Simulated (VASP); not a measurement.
## C: relaxation of cell and atoms with PBE+D3(BJ)

Crystal: C.

```xyz
4
Lattice="2.4650 0.0000 0.0000 -1.2325 2.1347 0.0000 0.0000 0.0000 6.7384" Properties=species:S:1:pos:R:3 pbc="T T T"
C     0.0000    0.0000    0.0168
C     0.0000    0.0000    3.3861
C     0.0000    1.4232    0.0168
C     1.2325    0.7116    3.3861
```

```yaml
Program: VASP 6.6.1
Task: relaxation of cell and atoms
Functional: PBE
Dispersion: D3(BJ)
Potentials_or_basis: VASP PAW PBE potentials, release 64 (C)
Cutoff: 600 eV
k_mesh: 18 × 18 × 6
Occupations: fermi-dirac, width 0.15 eV
Spin: no spin polarisation
Target_pressure: 8 GPa
Dipole_correction: no
Further_INCAR_settings: ALGO = Normal; EDIFF = 1e-06; IBRION = 2; EDIFFG = -0.001; NSW = 80; ISIF = 3
```

```json
{
  "Relaxed volume": "7.77 Å³/atom",
  "Relaxed cell": "a = 2.452 Å, b = 2.452 Å, c = 5.970 Å, α = 90.00°, β = 90.00°, γ = 120.00°",
  "Space group after relaxing (to 0.05 Å)": "P6_3/mmc (No. 194)",
  "Energy change on relaxing (the enthalpy is what falls)": "+20.2 meV/atom",
  "Ionic steps": "14",
  "Pressure after relaxing": "8.0 GPa",
  "Band gap on the k mesh": "zero (band 8 reaches 5.86 eV, above the bottom of band 9 at 5.77 eV)",
  "Dispersion energy per atom": "-0.179 eV"
}
```

The path:
```csv
step,energy change (eV),largest force (eV/Å),pressure (GPa),volume (Å³)
1,0.0000,0.0000,0.02,35.46
2,0.1350,0.0000,21.01,33.24
3,0.0227,0.0000,8.10,34.52
4,0.0226,0.0000,8.06,33.60
5,0.0953,0.0000,9.10,30.80
6,0.0810,0.0000,8.90,31.08
7,0.0844,0.0000,9.01,31.01
8,0.0691,0.0000,4.10,31.40
9,0.0804,0.0000,7.98,31.09
10,0.0805,0.0000,7.99,31.08
11,0.0805,0.0000,8.01,31.08
12,0.0808,0.0000,8.01,31.08
13,0.0808,0.0000,7.99,31.08
14,0.0810,0.0000,8.00,31.07
```

Final structure:
```cif
data_structure
_symmetry_space_group_name_H-M 'P 1'
_symmetry_Int_Tables_number 1
_cell_length_a 2.4515
_cell_length_b 2.4515
_cell_length_c 5.9702
_cell_angle_alpha 90.000
_cell_angle_beta 90.000
_cell_angle_gamma 120.000
_cell_volume 31.07
loop_
_atom_site_label
_atom_site_type_symbol
_atom_site_fract_x
_atom_site_fract_y
_atom_site_fract_z
_atom_site_occupancy
C1 C 0.00000 0.00000 0.00250 1
C2 C 0.00000 0.00000 0.50250 1
C3 C 0.33333 0.66667 0.00250 1
C4 C 0.66667 0.33333 0.50250 1
```

Levels at points of the mesh, in eV from the Fermi level:
| k point | band 4 | band 5 | band 6 | band 7 | band 8 | band 9 | band 10 | band 11 | band 12 |
| --- | --- | --- | --- | --- | --- | --- | --- | --- | --- |
| (0.00, 0.00, 0.00) | -5.81 | -3.00 | -3.00 | -2.95 | -2.95 | 5.51 | 8.41 | 8.41 | 8.54 |
| (0.50, 0.00, 0.00) | -13.17 | -6.49 | -6.33 | -3.21 | -2.04 | 1.70 | 2.61 | 7.14 | 8.02 |
| (0.00, 0.00, 0.50) | -7.71 | -2.97 | -2.97 | -2.97 | -2.97 | 8.47 | 8.47 | 9.20 | 9.20 |
| (0.50, 0.00, 0.50) | -13.32 | -6.41 | -6.41 | -2.39 | -2.39 | 1.64 | 1.64 | 7.56 | 7.56 |

Run time: 2.7 min on 1 thread of Intel(R) Xeon(R) 6975P-C (Granite Rapids), on a shared host, peak memory 0.21 GiB.

Caveat: the cell is relaxed towards a set pressure, so the enthalpy falls and the energy may rise.
